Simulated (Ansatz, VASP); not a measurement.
## Rh: VASP beside Ansatz

The input POSCAR:

```
Rh
1.0
    0.0000000000      1.9008071574      1.9008071574
    1.9008071574      0.0000000000      1.9008071574
    1.9008071574      1.9008071574      0.0000000000
Rh
1
Direct
    0.0000000000      0.0000000000      0.0000000000
```

INCAR.step1

```
SYSTEM = Rh
  ALGO = Normal
  EDIFF = 1E-5
  ENCUT = 680
  GGA = PE
  GGA_COMPAT = .False.
  ISMEAR = -1
  LASPH = .True.
  LCHARG = .False.
  LREAL = .False.
  LWAVE = .True.
  NBANDS = 14
  NELM = 120
  PREC = Accurate
  SIGMA = 0.1
```

INCAR.step2

```
SYSTEM = Rh
  ALGO = Normal
  EDIFF = 1E-6
  ENCUT = 680
  GGA_COMPAT = .False.
  ISIF = 2
  ISMEAR = -1
  ISTART = 1
  LASPH = .True.
  LCHARG = .True.
  LELF = .True.
  LMIXTAU = .True.
  LREAL = .False.
  LVHAR = .True.
  LWAVE = .False.
  METAGGA = R2SCAN
  NBANDS = 14
  NELM = 120
  PREC = Accurate
  SIGMA = 0.1
```

The input KPOINTS:

```
k-points
0
Gamma
  11 11 11
  0 0 0
```

Input for Ansatz:

```yaml
crystal:
  lattice:
    - [0.0, 1.9008071574, 1.9008071574]
    - [1.9008071574, 0.0, 1.9008071574]
    - [1.9008071574, 1.9008071574, 0.0]
  atoms:
    - { symbol: Rh, position: [0.0, 0.0, 0.0] }
hamiltonian:
  xc: r2scan
  pseudopotentials:
    kind: paw
    azcp:
      Rh: "pseudopotentials/Rh.paw.azcp"
basis:
  ecutwfc: 500
  fft_grid_basis: typed
kpoints:
  mp_grid: { grid: [11, 11, 11], shift: [0, 0, 0] }
magnetization:
  spin_polarized: false
scf:
  occupations: { method: fermi_dirac, width: 0.1 }
  lower_state_search: "off"
output:
  stress: true
```

Alike in both runs: task single point; functional r2SCAN; k mesh 11 × 11 × 11; occupations fermi-dirac, width 0.1 eV; no spin polarisation.

|  | VASP | Ansatz |
| --- | --- | --- |
| version | VASP 6.6.1 | Ansatz 0.2.0 |
| potentials or method | VASP PAW PBE potentials, release 64 (Rh_sv_GW), cutoff 680 eV | plane waves (500 eV) with PAW, scalar-relativistic |
| valence electrons in the cell | 17 | 17 |

Ansatz gave:

- pressure (GPa): 0.2

Q: Which values does VASP return?

A: Pressure (GPa): 0.3.

VASP's potentials were made for PBE, not for r2SCAN. With one functional, cell and mesh, what is left measures potentials, basis and numerics.
